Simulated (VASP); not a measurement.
# AlRu (Pm-3m) in VASP: notebook

AlRu is run at these levels: PBEsol; tasks: single point.

Everything below comes from runs of VASP 6.6.1. Logs are shortened: lines on timing, memory, paths and dates and some standing lists are left out, and cuts for length are marked.

### 1 The cell of the first run

It takes space group Pm-3m (No. 221, cubic). The conventional cell has a = 2.842 Å, b = 2.842 Å, c = 2.842 Å, α = 90.00°, β = 90.00°, γ = 90.00°. Al (site symmetry m-3m) has 8 Ru at 2.46 Å and 6 Al at 2.84 Å within 3.3 Å. Within 3.3 Å of Ru (site symmetry m-3m) lie 8 Al at 2.46 Å and 6 Ru at 2.84 Å.

### 2 Single point, PBEsol (equal strain along all axes, cell held: -4.5 %)

The input, INCAR:

```
PREC = Accurate
ENCUT = 520
EDIFF = 1E-6
ISMEAR = 0
SIGMA = 0.1
LREAL = F
LASPH = T
NELM = 100
ALGO = Normal
ISIF = 2
LWAVE = F
LCHARG = F
GGA = PS
NBANDS = 16
```

The input, KPOINTS:

```
Automatic mesh
0
Gamma
  18 18 18
```

The input, POSCAR:

```
AlRu
1.0
    2.8423803040      0.0000000000      0.0000000000
    0.0000000000      2.8423803040      0.0000000000
    0.0000000000      0.0000000000      2.8423803040
Al Ru
1 1
Direct
    0.0000000000      0.0000000000      0.0000000000
    0.5000000000      0.5000000000      0.5000000000
```

Potentials or basis: VASP PAW PBE potentials, release 64 (Al, Ru_pv).

Command:

```console
$ cat potpaw_PBE.64/Al/POTCAR potpaw_PBE.64/Ru_pv/POTCAR > POTCAR
$ mpirun -np 1 vasp_std > vasp.out
```

OUTCAR:

```text
PREC = Accurate
   ENCUT = 520
   EDIFF = 1E-6
   ISMEAR = 0
   LREAL = F
   LASPH = T
   NELM = 100
   ISIF = 2
   GGA = PS

 ion  position               nearest neighbor table
   1  0.000  0.000  0.000-   2 2.46   2 2.46   2 2.46   2 2.46   2 2.46   2 2.46   2 2.46   2 2.46

   2  0.500  0.500  0.500-   1 2.46   1 2.46   1 2.46   1 2.46   1 2.46   1 2.46   1 2.46   1 2.46

  LATTYP: Found a simple cubic cell.
 ALAT       =     2.8423803040

  Lattice vectors:

 A1 = (   2.8423803040,   0.0000000000,   0.0000000000)
 A2 = (   0.0000000000,   2.8423803040,   0.0000000000)
 A3 = (   0.0000000000,   0.0000000000,   2.8423803040)

Analysis of symmetry for initial positions (statically):
=====================================================================
 Subroutine PRICEL returns:
 Original cell was already a primitive cell.

 Routine SETGRP: Setting up the symmetry group for a
 simple cubic supercell.

 Subroutine GETGRP returns: Found 48 space group operations
 (whereof 48 operations were pure point group operations)
 out of a pool of 48 trial point group operations.

The static configuration has the point symmetry O_h .

Analysis of symmetry for dynamics (positions and initial velocities):
=====================================================================
 Subroutine PRICEL returns:
 Original cell was already a primitive cell.

 Routine SETGRP: Setting up the symmetry group for a
 simple cubic supercell.

 Subroutine GETGRP returns: Found 48 space group operations
 (whereof 48 operations were pure point group operations)
 out of a pool of 48 trial point group operations.

The dynamic configuration has the point symmetry O_h .

 Subroutine INISYM returns: Found 48 space group operations
 (whereof 48 operations are pure point group operations),
 and found     1 'primitive' translations

----------------------------------------------------------------------------------------

                                     Primitive cell

  volume of cell :      22.9639

  direct lattice vectors                    reciprocal lattice vectors
     2.842380304  0.000000000  0.000000000     0.351817805  0.000000000  0.000000000
     0.000000000  2.842380304  0.000000000     0.000000000  0.351817805  0.000000000
     0.000000000  0.000000000  2.842380304     0.000000000  0.000000000  0.351817805

  length of vectors
     2.842380304  2.842380304  2.842380304     0.351817805  0.351817805  0.351817805

  position of ions in fractional coordinates (direct lattice)
     0.000000000  0.000000000  0.000000000
     0.500000000  0.500000000  0.500000000

  ion indices of the primitive-cell ions
   primitive index   ion index
                 1           1
                 2           2

----------------------------------------------------------------------------------------

 KPOINTS: Automatic mesh

Automatic generation of k-mesh.
 Grid dimensions read from file:
 generate k-points for:   18   18   18

 Generating k-lattice:

  Cartesian coordinates                     Fractional coordinates (reciprocal lattice)
     0.019545434  0.000000000  0.000000000     0.055555556  0.000000000  0.000000000
     0.000000000  0.019545434  0.000000000     0.000000000  0.055555556  0.000000000
     0.000000000  0.000000000  0.019545434     0.000000000  0.000000000  0.055555556

  Length of vectors
     0.019545434  0.019545434  0.019545434

  Shift w.r.t. Gamma in fractional coordinates (k-lattice)
     0.000000000  0.000000000  0.000000000

 Subroutine IBZKPT returns following result:
 ===========================================

 Found    220 irreducible k-points:

 Following reciprocal coordinates:
            Coordinates               Weight
  0.000000  0.000000  0.000000      1.000000
  0.055556  0.000000  0.000000      6.000000
  0.111111  0.000000  0.000000      6.000000
  0.166667  0.000000  0.000000      6.000000
  0.222222  0.000000  0.000000      6.000000
  0.277778  0.000000  0.000000      6.000000
[... 16 lines left out ...]
  0.277778  0.111111  0.000000     24.000000
  0.333333  0.111111  0.000000     24.000000
 [... further k-points ...]
   k-points           NKPTS =    220   k-points in BZ     NKDIM =    220   number of bands    NBANDS=     16
   number of dos      NEDOS =    301   number of ions     NIONS =      2
   total plane-waves  NPLWV =  13824
   dimension x,y,z NGX =    24 NGY =   24 NGZ =   24
   dimension x,y,z NGXF=    48 NGYF=   48 NGZF=   48
   ions per type =               1   1
   NGX,Y,Z   is equivalent  to a cutoff of  14.04, 14.04, 14.04 a.u.
   NGXF,Y,Z  is equivalent  to a cutoff of  28.07, 28.07, 28.07 a.u.
 SYSTEM =  unknown system
   PREC   = accura    normal or accurate (medium, high low for compatibility)
   ISTART =      0    job   : 0-new  1-cont  2-samecut
   ICHARG =      2    charge: 1-file 2-atom 10-const
   ISPIN  =      1    spin polarized calculation?
   LNONCOLLINEAR =      F non collinear calculations
   LSORBIT =      F    spin-orbit coupling
   LASPH  =      T    aspherical Exc in radial PAW
   ENCUT  =  520.0 eV  38.22 Ry    6.18 a.u.   5.28  5.28  5.28*2*pi/ulx,y,z
   NELM   =    100;   NELMIN=  2; NELMDL= -5     # of ELM steps
   EDIFF  = 0.1E-05   stopping-criterion for ELM
   LREAL  =      F    real-space projection
   EDIFFG = 0.1E-04   stopping-criterion for IOM
   NSW    =      0    number of steps for IOM
   IBRION =     -1    ionic relax: 0-MD 1-quasi-New 2-CG
   NFREE  =      0    steps in history (QN), initial steepest desc. (CG)
   ISIF   =      2    stress and relaxation
   ISYM   =      2    0-nonsym 1-usesym 2-fastsym
   POTIM  = 0.5000    time-step for ionic-motion
   TEBEG  =    0.0;   TEEND  =   0.0 temperature during run
   PSTRESS=    0.0 pullay stress
   NELECT =      17.0000    total number of electrons
   NUPDOWN=      -1.0000    fix difference up-down
   EMIN   =  10.00;   EMAX   =-10.00  energy-range for DOS
   EFERMI =   0.00;   METHOD = LEGACY
   ISMEAR =     0;   SIGMA  =   0.10  broadening in eV -4-tet -1-fermi 0-gaus
   EFERMI_NEDOS =   21; number of points for ismear=-14 and -15
   IALGO  =     38    algorithm
   IMIX   =      4    mixing-type and parameters
     AMIX     =   0.40;   BMIX     =  1.00
     AMIX_MAG =   1.60;   BMIX_MAG =  1.00
  volume/ion in A,a.u.               =      11.48        77.48
  Fermi-wavevector in a.u.,A,eV,Ry     =   1.480956  2.798602 29.840733  2.193232
  Thomas-Fermi vector in A             =   2.594926
   LORBIT       =      0    0 simple, 1 ext, 2 COOP (PROOUT), +10 PAW based schemes
   GGA     = PS    functional components
   LHFCALC =     F    Hartree Fock is set to
   AEXX    =    0.0000 exact exchange contribution
   IVDW    =     0    specifies the selected vdW correction
   LEPSILON=     F    determine dielectric tensor
   LRPA    =     F    only Hartree local field effects (RPA)
 non-spin polarized calculation
 Gauss-broadening in eV      SIGMA  =   0.10
  energy-cutoff  :      520.00
  volume of cell :       22.96
 maximum number of plane-waves:       635
 NGX is ok and might be reduce to    24
   NGX = 11   NGY = 11   NGZ = 11

 number of electron      17.0000000 magnetization

 Free energy of the ion-electron system (eV)
  ---------------------------------------------------
  ext. energy  EPLUGINS =         0.00000000
  ---------------------------------------------------
  free energy    TOTEN  =       -15.13730752 eV

  energy without entropy =      -15.13180070  energy(sigma->0) =      -15.13455411

 E-fermi :  12.9239     XC(G=0): -13.4991

 val. band max:       12.9066901622   @ k =   0.3889   0.3889   0.2222
 cond. band min:      12.9240742239   @ k =   0.1667   0.1111   0.0000
 fundamental gap:      0.0173840616
 Fermi energy:        12.9238773770

 k-point     1 :       0.0000    0.0000    0.0000
  band No.  band energies     occupation
      1     -28.8428      2.00000
      2     -28.8428      2.00000
      3     -28.8428      2.00000
      4       2.3143      2.00000
      5       8.3964      2.00000
      6       8.3964      2.00000
[... 8 lines left out ...]
     15      24.9236      0.00000
     16      31.1198      0.00000

 k-point     2 :       0.0556    0.0000    0.0000
  band No.  band energies     occupation
      1     -28.8543      2.00000
      2     -28.8419      2.00000
      3     -28.8419      2.00000
      4       2.3828      2.00000
      5       8.4221      2.00000
      6       8.4298      2.00000
[... 8 lines left out ...]
     15      25.1195      0.00000
     16      31.3024      0.00000

 k-point     3 :       0.1111    0.0000    0.0000
  band No.  band energies     occupation
      1     -28.8873      2.00000
      2     -28.8391      2.00000
      3     -28.8391      2.00000
      4       2.5858      2.00000
      5       8.4972      2.00000
      6       8.5200      2.00000
[... 8 lines left out ...]
     15      25.7249      0.00000
     16      31.8595      0.00000

 k-point     4 :       0.1667    0.0000    0.0000
  band No.  band energies     occupation
      1     -28.9376      2.00000
      2     -28.8348      2.00000
      3     -28.8348      2.00000
      4       2.9153      2.00000
      5       8.6161      2.00000
      6       8.6344      2.00000
[... 8 lines left out ...]
     15      26.3639      0.00000
     16      32.3582      0.00000
[... 324 lines left out ...]
 k-point    22 :       0.2222    0.1111    0.0000
  band No.  band energies     occupation
      1     -28.9943      2.00000
      2     -28.8730      2.00000
      3     -28.8258      2.00000
      4       3.6067      2.00000
      5       8.7867      2.00000
      6       8.9338      2.00000
[... 8 lines left out ...]
     15      27.4181      0.00000
     16      30.8370      0.00000

 k-point    23 :       0.2778    0.1111    0.0000
  band No.  band energies     occupation
      1     -29.0585      2.00000
      2     -28.8671      2.00000
      3     -28.8202      2.00000
      4       4.1339      2.00000
      5       8.7535      2.00000
      6       9.0899      2.00000
[... 8 lines left out ...]
     15      28.0605      0.00000
     16      29.7489      0.00000

 k-point    24 :       0.3333    0.1111    0.0000
  band No.  band energies     occupation
      1     -29.1183      2.00000
      2     -28.8615      2.00000
      3     -28.8149      2.00000
      4       4.7366      2.00000
      5       8.5123      2.00000
      6       9.2579      2.00000
[... 8 lines left out ...]
     15      28.3517      0.00000
     16      28.8650      0.00000

 [... further k-points ...]

------------------------ aborting loop because EDIFF is reached ----------------------------------------

  FORCE on cell =-STRESS in cart. coord.  units (eV):
  Direction    XX          YY          ZZ          XY          YZ          ZX
  --------------------------------------------------------------------------------------
  -------------------------------------------------------------------------------------
  Total        5.8967217      5.8967217      5.8967217     -0.0000000     -0.0000000     -0.0000000
  in kB      411.4098226    411.4098226    411.4098226     -0.0000000     -0.0000000     -0.0000000
  external PRESSURE =     411.4098226 kB  Pullay stress =       0.0000000 kB

 VOLUME and BASIS-vectors are now :
 -----------------------------------------------------------------------------
  energy-cutoff  :      520.00
  volume of cell :       22.96
      direct lattice vectors                 reciprocal lattice vectors
     2.842380304  0.000000000  0.000000000     0.351817805  0.000000000  0.000000000
     0.000000000  2.842380304  0.000000000     0.000000000  0.351817805  0.000000000
     0.000000000  0.000000000  2.842380304     0.000000000  0.000000000  0.351817805

 POSITION                                       TOTAL-FORCE (eV/Angst)
 -----------------------------------------------------------------------------------
      0.00000      0.00000      0.00000         0.000000      0.000000      0.000000
      1.42119      1.42119      1.42119         0.000000      0.000000      0.000000
 -----------------------------------------------------------------------------------
    total drift:                                0.000000     -0.000000     -0.000000

  FREE ENERGIE OF THE ION-ELECTRON SYSTEM (eV)
  ---------------------------------------------------
  free  energy   TOTEN  =       -15.1373075208 eV

  energy  without entropy=      -15.1318007014  energy(sigma->0) =      -15.13455411
```

Wall time 1.8 min (1 thread of AMD EPYC 7R43 (Zen 3), shared host); peak memory 0.17 GiB.

What came out:

* Free energy: -15.1373 eV
* Pressure: 41.1 GPa
* Band gap on the k mesh: zero (an odd number of electrons rules out a gap without spin polarisation)

Caveat: the cell differs from its parent crystal (equal strain along all axes, cell held: -4.5 %); the cell stands under pressure; the PAW data sets were made with another functional, which shifts forces and pressure a little.

### 3 Single point, PBEsol (equal strain along all axes, cell held: -3.0 %)

The input, INCAR:

```
PREC = Accurate ; ENCUT = 520
EDIFF = 1E-7 ; ISMEAR = 0
SIGMA = 0.1 ; LREAL = F
LASPH = T ; NELM = 60
ALGO = Normal ; ISIF = 2
LWAVE = F ; LCHARG = T
GGA = PS ; LELF = T
LVHAR = T ; NBANDS = 16
```

KPOINTS is that of step 2.

The input, POSCAR:

```
AlRu
1.0
    2.8870250208      0.0000000000      0.0000000000
    0.0000000000      2.8870250208      0.0000000000
    0.0000000000      0.0000000000      2.8870250208
Al Ru
1 1
Direct
    0.0000000000      0.0000000000      0.0000000000
    0.5000000000      0.5000000000      0.5000000000
```

Potentials or basis: VASP PAW PBE potentials, release 64 (Al, Ru_pv).

Command:

```console
$ cat potpaw_PBE.64/Al/POTCAR potpaw_PBE.64/Ru_pv/POTCAR > POTCAR
$ mpirun -np 1 vasp_std > vasp.out
```

It took 91 s on 1 thread of AMD EPYC 7R43 (Zen 3), shared host; peak memory 0.17 GiB.

The run converged. Its results:

```yaml
Free_energy: -15.3613 eV
Pressure: 24.6 GPa
Band_gap_on_the_k_mesh: zero (an odd number of electrons rules out a gap without spin polarisation)
```

Levels at points of the mesh, in eV from the Fermi level:
| k point | band 7 | band 8 | band 9 | band 10 | band 11 | band 12 |
| --- | --- | --- | --- | --- | --- | --- |
| (0.00, 0.00, 0.00) | 0.22 | 0.22 | 0.22 | 6.61 | 6.61 | 6.61 |
| (0.50, 0.00, 0.00) | -1.85 | -1.85 | 0.53 | 2.71 | 7.35 | 11.56 |
| (0.50, 0.50, 0.00) | -1.43 | -1.39 | -1.39 | 1.81 | 6.03 | 7.44 |
| (0.50, 0.50, 0.50) | 1.93 | 1.93 | 3.27 | 4.38 | 4.38 | 4.38 |

Caveat: the cell differs from its parent crystal (equal strain along all axes, cell held: -3.0 %); the cell stands under pressure; the PAW data sets were made with another functional, which shifts forces and pressure a little.

### 4 Single point, PBEsol (equal strain along all axes, cell held: -1.5 %)

The input, INCAR:

```
PREC = Accurate
ENCUT = 520
EDIFF = 1E-6
ISMEAR = 0
SIGMA = 0.1
LREAL = F
LASPH = T
NELM = 60
ALGO = Normal
ISIF = 2
LWAVE = F
LCHARG = T
GGA = PS
LELF = T
LVHAR = T
NBANDS = 16
```

KPOINTS is that of step 3.

The input, POSCAR:

```
AlRu
1.0
    2.9316697376      0.0000000000      0.0000000000
    0.0000000000      2.9316697376      0.0000000000
    0.0000000000      0.0000000000      2.9316697376
Al Ru
1 1
Direct
    0.0000000000      0.0000000000      0.0000000000
    0.5000000000      0.5000000000      0.5000000000
```

Command:

```console
$ cat potpaw_PBE.64/Al/POTCAR potpaw_PBE.64/Ru_pv/POTCAR > POTCAR
$ mpirun -np 1 vasp_std > vasp.out
```

Run time: 1.8 min. Hardware: 1 thread of AMD EPYC 7R43 (Zen 3), shared host; peak memory 0.17 GiB.

Results (log left out):

```yaml
Free_energy: -15.4860 eV
Pressure: 11.0 GPa
Band_gap_on_the_k_mesh: zero (an odd number of electrons rules out a gap without spin polarisation)
```

Levels at points of the mesh, in eV from the Fermi level:
```tsv
k point	band 5	band 6	band 7	band 8	band 9	band 10	band 11	band 12	band 13	band 14
(0.00, 0.00, 0.00)	-3.94	-3.94	0.21	0.21	0.21	6.38	6.38	6.38	11.36	11.36
(0.50, 0.00, 0.00)	-5.58	-3.06	-1.73	-1.73	0.49	2.52	7.41	11.32	11.32	11.99
(0.50, 0.50, 0.00)	-3.35	-1.40	-1.40	-1.29	-1.29	1.69	5.69	6.92	11.09	11.99
(0.50, 0.50, 0.50)	-4.98	-4.98	1.79	1.79	2.98	4.25	4.25	4.25	9.16	9.16
```

Caveat: the cell differs from its parent crystal (equal strain along all axes, cell held: -1.5 %); the cell stands under pressure; the PAW data sets were made with another functional, which shifts forces and pressure a little.

### 5 Summary

| cell | gap on the mesh (eV) | pressure (GPa) |
| --- | --- | --- |
| a = 2.842 Å, 2 atoms | none | 41.1 |
| a = 2.887 Å, 2 atoms | none | 24.6 |
| a = 2.932 Å, 2 atoms | none | 11.0 |

Alike in all rows: task single point; level PBEsol; potentials or basis VASP PAW PBE potentials, release 64 (Al, Ru_pv); no spin polarisation; k mesh 18 × 18 × 18; cutoff (eV) 520; smearing gaussian 0.1 eV.

Caveats: the cell stands under pressure; the PAW data sets were made with another functional, which shifts forces and pressure a little.

Absolute energies hang on the potentials; compare differences alone.
